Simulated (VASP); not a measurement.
# CaO (Fm-3m) in VASP: single point with r2SCAN

Aim: the single point of CaO with r2SCAN.

All numbers are computed with VASP 6.6.1; they aren't measurements. Logs are shortened: lines on timing, memory, paths and dates and some standing lists are left out, and cuts for length are marked.

## 1. The cell of the first run

The structure is cubic, space group Fm-3m (No. 225). The conventional cell has a = 4.898 Å, b = 4.898 Å, c = 4.898 Å, α = 90.00°, β = 90.00°, γ = 90.00°. Within 3.2 Å of Ca (site symmetry m-3m) lie 6 O at 2.45 Å. Within 3.2 Å of O (site symmetry m-3m) lie 6 Ca at 2.45 Å.

## 2. Single point, r2SCAN

File POSCAR:

```
CaO
1.0
    0.0000000000      2.4490000000      2.4490000000
    2.4490000000      0.0000000000      2.4490000000
    2.4490000000      2.4490000000      0.0000000000
Ca O
1 1
Direct
    0.0000000000      0.0000000000      0.0000000000
    0.5000000000      0.5000000000      0.5000000000
```

File INCAR.step1:

```
SYSTEM = CaO
PREC = Accurate
ENCUT = 520
ISMEAR = 0
SIGMA = 0.05
LREAL = .FALSE.
LASPH = .TRUE.
NELM = 80
NBANDS = 15
GGA = PE
ALGO = Normal
EDIFF = 1E-4
LWAVE = .TRUE.
LCHARG = .FALSE.
```

File INCAR.step2:

```
SYSTEM = CaO
PREC = Accurate
ENCUT = 520
EDIFF = 1E-6
ISMEAR = 0
SIGMA = 0.05
LREAL = .FALSE.
LASPH = .TRUE.
NELM = 80
ALGO = Normal
ISIF = 2
LWAVE = .FALSE.
LCHARG = .FALSE.
METAGGA = R2SCAN
LMIXTAU = .TRUE.
NBANDS = 15
ISTART = 1
```

File KPOINTS:

```
Automatic mesh
0
G
  8 8 8
  0 0 0
```

Potentials or basis: VASP PAW PBE potentials, release 64 (Ca_sv, O).

Command:

```bash
> cat potpaw_PBE.64/Ca_sv/POTCAR potpaw_PBE.64/O/POTCAR > POTCAR
> cp INCAR.step1 INCAR
> mpirun -np 1 vasp_std > vasp.out
> cp INCAR.step2 INCAR
> mpirun -np 1 vasp_std > vasp.out
```

OUTCAR:

```text
SYSTEM = CaO
   PREC = Accurate
   ENCUT = 520
   EDIFF = 1E-6
   ISMEAR = 0
   LREAL = .FALSE.
   LASPH = .TRUE.
   NELM = 80
   ISIF = 2
   METAGGA = R2SCAN
   ISTART = 1

 ion  position               nearest neighbor table
   1  0.000  0.000  0.000-   2 2.45   2 2.45   2 2.45   2 2.45   2 2.45   2 2.45
   2  0.500  0.500  0.500-   1 2.45   1 2.45   1 2.45   1 2.45   1 2.45   1 2.45

  LATTYP: Found a face centered cubic cell.
 ALAT       =     4.8980000000

  Lattice vectors:

 A1 = (   0.0000000000,   2.4490000000,   2.4490000000)
 A2 = (   2.4490000000,   0.0000000000,   2.4490000000)
 A3 = (   2.4490000000,   2.4490000000,   0.0000000000)

Analysis of symmetry for initial positions (statically):
=====================================================================
 Subroutine PRICEL returns:
 Original cell was already a primitive cell.

 Routine SETGRP: Setting up the symmetry group for a
 face centered cubic supercell.

 Subroutine GETGRP returns: Found 48 space group operations
 (whereof 48 operations were pure point group operations)
 out of a pool of 48 trial point group operations.

The static configuration has the point symmetry O_h .

Analysis of symmetry for dynamics (positions and initial velocities):
=====================================================================
 Subroutine PRICEL returns:
 Original cell was already a primitive cell.

 Routine SETGRP: Setting up the symmetry group for a
 face centered cubic supercell.

 Subroutine GETGRP returns: Found 48 space group operations
 (whereof 48 operations were pure point group operations)
 out of a pool of 48 trial point group operations.

The dynamic configuration has the point symmetry O_h .

 Subroutine INISYM returns: Found 48 space group operations
 (whereof 48 operations are pure point group operations),
 and found     1 'primitive' translations

----------------------------------------------------------------------------------------

                                     Primitive cell

  volume of cell :      29.3762

  direct lattice vectors                    reciprocal lattice vectors
     0.000000000  2.449000000  2.449000000    -0.204164965  0.204164965  0.204164965
     2.449000000  0.000000000  2.449000000     0.204164965 -0.204164965  0.204164965
     2.449000000  2.449000000  0.000000000     0.204164965  0.204164965 -0.204164965

  length of vectors
     3.463409014  3.463409014  3.463409014     0.353624093  0.353624093  0.353624093

  position of ions in fractional coordinates (direct lattice)
     0.000000000  0.000000000  0.000000000
     0.500000000  0.500000000  0.500000000

  ion indices of the primitive-cell ions
   primitive index   ion index
                 1           1
                 2           2

----------------------------------------------------------------------------------------

 KPOINTS: Automatic mesh

Automatic generation of k-mesh.
 Grid dimensions read from file:
 generate k-points for:    8    8    8

 Generating k-lattice:

  Cartesian coordinates                     Fractional coordinates (reciprocal lattice)
    -0.025520621  0.025520621  0.025520621     0.125000000  0.000000000  0.000000000
     0.025520621 -0.025520621  0.025520621     0.000000000  0.125000000  0.000000000
     0.025520621  0.025520621 -0.025520621     0.000000000  0.000000000  0.125000000

  Length of vectors
     0.044203012  0.044203012  0.044203012

  Shift w.r.t. Gamma in fractional coordinates (k-lattice)
     0.000000000  0.000000000  0.000000000

 Subroutine IBZKPT returns following result:
 ===========================================

 Found     29 irreducible k-points:

 Following reciprocal coordinates:
            Coordinates               Weight
  0.000000  0.000000  0.000000      1.000000
  0.125000  0.000000  0.000000      8.000000
  0.250000  0.000000  0.000000      8.000000
  0.375000  0.000000  0.000000      8.000000
  0.500000  0.000000  0.000000      4.000000
  0.125000  0.125000  0.000000      6.000000
[... 16 lines left out ...]
  0.500000  0.250000  0.125000     48.000000
 -0.375000  0.250000  0.125000     24.000000
 [... further k-points ...]
   k-points           NKPTS =     29   k-points in BZ     NKDIM =     29   number of bands    NBANDS=     15
   number of dos      NEDOS =    301   number of ions     NIONS =      2
   total plane-waves  NPLWV =  21952
   dimension x,y,z NGX =    28 NGY =   28 NGZ =   28
   dimension x,y,z NGXF=    56 NGYF=   56 NGZF=   56
   ions per type =               1   1
   NGX,Y,Z   is equivalent  to a cutoff of  13.44, 13.44, 13.44 a.u.
   NGXF,Y,Z  is equivalent  to a cutoff of  26.88, 26.88, 26.88 a.u.
 SYSTEM =  CaO
   PREC   = accura    normal or accurate (medium, high low for compatibility)
   ISTART =      1    job   : 0-new  1-cont  2-samecut
   ICHARG =      0    charge: 1-file 2-atom 10-const
   ISPIN  =      1    spin polarized calculation?
   LNONCOLLINEAR =      F non collinear calculations
   LSORBIT =      F    spin-orbit coupling
   LASPH  =      T    aspherical Exc in radial PAW
   ENCUT  =  520.0 eV  38.22 Ry    6.18 a.u.   6.44  6.44  6.44*2*pi/ulx,y,z
   NELM   =     80;   NELMIN=  2; NELMDL=  0     # of ELM steps
   EDIFF  = 0.1E-05   stopping-criterion for ELM
   LREAL  =      F    real-space projection
   EDIFFG = 0.1E-04   stopping-criterion for IOM
   NSW    =      0    number of steps for IOM
   IBRION =     -1    ionic relax: 0-MD 1-quasi-New 2-CG
   NFREE  =      0    steps in history (QN), initial steepest desc. (CG)
   ISIF   =      2    stress and relaxation
   ISYM   =      2    0-nonsym 1-usesym 2-fastsym
   POTIM  = 0.5000    time-step for ionic-motion
   TEBEG  =    0.0;   TEEND  =   0.0 temperature during run
   PSTRESS=    0.0 pullay stress
   NELECT =      16.0000    total number of electrons
   NUPDOWN=      -1.0000    fix difference up-down
   EMIN   =  10.00;   EMAX   =-10.00  energy-range for DOS
   EFERMI =   0.00;   METHOD = LEGACY
   ISMEAR =     0;   SIGMA  =   0.05  broadening in eV -4-tet -1-fermi 0-gaus
   EFERMI_NEDOS =   21; number of points for ismear=-14 and -15
   IALGO  =     38    algorithm
   IMIX   =      4    mixing-type and parameters
     AMIX     =   0.40;   BMIX     =  1.00
     AMIX_MAG =   1.60;   BMIX_MAG =  1.00
  volume/ion in A,a.u.               =      14.69        99.12
  Fermi-wavevector in a.u.,A,eV,Ry     =   1.336953  2.526474 24.319632  1.787443
  Thomas-Fermi vector in A             =   2.465539
   LORBIT       =      0    0 simple, 1 ext, 2 COOP (PROOUT), +10 PAW based schemes
   METAGGA = R2SCAN    functional components
   LHFCALC =     F    Hartree Fock is set to
   AEXX    =    0.0000 exact exchange contribution
   IVDW    =     0    specifies the selected vdW correction
   LEPSILON=     F    determine dielectric tensor
   LRPA    =     F    only Hartree local field effects (RPA)
 non-spin polarized calculation
 Gauss-broadening in eV      SIGMA  =   0.05
  energy-cutoff  :      520.00
  volume of cell :       29.38
 maximum number of plane-waves:       817
 NGX is ok and might be reduce to    28
   NGX = 13   NGY = 13   NGZ = 13

 number of electron      16.0000005 magnetization

 Free energy of the ion-electron system (eV)
  ---------------------------------------------------
  ext. energy  EPLUGINS =         0.00000000
  ---------------------------------------------------
  free energy    TOTEN  =       -19.42676705 eV

  energy without entropy =      -19.42676705  energy(sigma->0) =      -19.42676705

 E-fermi :   1.9322     XC(G=0): -10.7788

 val. band max:        1.7084917428   @ k =   0.0000   0.0000   0.0000
 cond. band min:       5.9038697493   @ k =   0.5000   0.5000   0.0000
 fundamental gap:      4.1953780064
 Fermi energy:         1.9322469795

 k-point     1 :       0.0000    0.0000    0.0000
  band No.  band energies     occupation
      1     -37.5947      2.00000
      2     -17.5217      2.00000
      3     -17.5217      2.00000
      4     -17.5217      2.00000
      5     -14.6573      2.00000
      6       1.7085      2.00000
      7       1.7085      2.00000
      8       1.7085      2.00000
      9       6.6741      0.00000
     10       8.4140      0.00000
     11       8.4140      0.00000
     12       8.4140      0.00000
     13       9.9135      0.00000
     14       9.9135      0.00000
     15      17.1069      0.00000

 k-point     2 :       0.1250    0.0000    0.0000
  band No.  band energies     occupation
      1     -37.5834      2.00000
      2     -17.6986      2.00000
      3     -17.5283      2.00000
      4     -17.5282      2.00000
      5     -14.4698      2.00000
      6       1.2126      2.00000
      7       1.5218      2.00000
      8       1.5218      2.00000
      9       7.3419      0.00000
     10       8.3647      0.00000
     11       8.6661      0.00000
     12       8.6661      0.00000
     13      10.2519      0.00000
     14      10.2519      0.00000
     15      17.6420      0.00000

 k-point     3 :       0.2500    0.0000    0.0000
  band No.  band energies     occupation
      1     -37.5558      2.00000
      2     -18.0597      2.00000
      3     -17.5438      2.00000
      4     -17.5438      2.00000
      5     -14.0796      2.00000
      6       0.2734      2.00000
      7       1.1158      2.00000
      8       1.1158      2.00000
      9       8.4017      0.00000
     10       8.7972      0.00000
     11       9.3271      0.00000
     12       9.3272      0.00000
     13      11.0747      0.00000
     14      11.0747      0.00000
     15      17.8572      0.00000
[... 343 lines left out ...]
 k-point    23 :       0.5000    0.2500    0.1250
  band No.  band energies     occupation
      1     -37.5137      2.00000
      2     -18.2221      2.00000
      3     -17.7033      2.00000
      4     -17.6033      2.00000
      5     -13.9079      2.00000
      6      -0.1798      2.00000
      7       0.7243      2.00000
      8       0.9152      2.00000
      9       8.0383      0.00000
     10       9.5448      0.00000
     11      10.5437      0.00000
     12      10.6162      0.00000
     13      11.9470      0.00000
     14      13.0898      0.00000
     15      16.7645      0.00000

 k-point    24 :      -0.3750    0.2500    0.1250
  band No.  band energies     occupation
      1     -37.5045      2.00000
      2     -18.2754      2.00000
      3     -17.7151      2.00000
      4     -17.6241      2.00000
      5     -13.8575      2.00000
      6      -0.2290      2.00000
      7       0.6451      2.00000
      8       0.7348      2.00000
      9       8.8588      0.00000
     10       8.9422      0.00000
     11      10.8222      0.00000
     12      10.9468      0.00000
     13      12.2279      0.00000
     14      13.8801      0.00000
     15      15.8313      0.00000

 [... further k-points ...]
[... 5 lines left out ...]
  --------------------------------------------------------------------------------------
  -------------------------------------------------------------------------------------
  Total       -1.0487470     -1.0487470     -1.0487470      0.0000000      0.0000000      0.0000000
  in kB      -57.1985407    -57.1985407    -57.1985407      0.0000000      0.0000000      0.0000000
  external PRESSURE =     -57.1985407 kB  Pullay stress =       0.0000000 kB

 VOLUME and BASIS-vectors are now :
 -----------------------------------------------------------------------------
  energy-cutoff  :      520.00
  volume of cell :       29.38
      direct lattice vectors                 reciprocal lattice vectors
     0.000000000  2.449000000  2.449000000    -0.204164965  0.204164965  0.204164965
     2.449000000  0.000000000  2.449000000     0.204164965 -0.204164965  0.204164965
     2.449000000  2.449000000  0.000000000     0.204164965  0.204164965 -0.204164965

 POSITION                                       TOTAL-FORCE (eV/Angst)
 -----------------------------------------------------------------------------------
      0.00000      0.00000      0.00000         0.000000     -0.000000      0.000000
      2.44900      2.44900      2.44900        -0.000000      0.000000     -0.000000
 -----------------------------------------------------------------------------------
    total drift:                                0.000000      0.000000      0.000000

  FREE ENERGIE OF THE ION-ELECTRON SYSTEM (eV)
  ---------------------------------------------------
  free  energy   TOTEN  =       -19.4267670510 eV

  energy  without entropy=      -19.4267670510  energy(sigma->0) =      -19.42676705
```

It took 42 s on 1 thread of Intel Xeon Platinum 8559C (Emerald Rapids), shared host; peak memory 0.17 GiB.

Results:

```
Free energy            : -19.4268 eV
Pressure               : -5.7 GPa
Band gap on the k mesh : 4.20 eV, indirect (least direct gap 4.58 eV)
```

Levels at points of the mesh, in eV from the valence-band top:
| k point | band 5 | band 6 | band 7 | band 8 | band 9 | band 10 | band 11 | band 12 |
| --- | --- | --- | --- | --- | --- | --- | --- | --- |
| (0.00, 0.00, 0.00) | -16.37 | 0.00 | 0.00 | 0.00 | 4.97 | 6.71 | 6.71 | 6.71 |
| (0.50, 0.00, 0.00) | -15.33 | -2.48 | -1.09 | -1.09 | 7.43 | 8.73 | 8.73 | 8.77 |
| (0.50, 0.50, 0.00) | -16.15 | -1.31 | -0.38 | -0.38 | 4.20 | 8.34 | 9.30 | 9.85 |

Caveat: the PAW data sets were made with another functional, which shifts forces and pressure a little. A k mesh can miss the band edges.
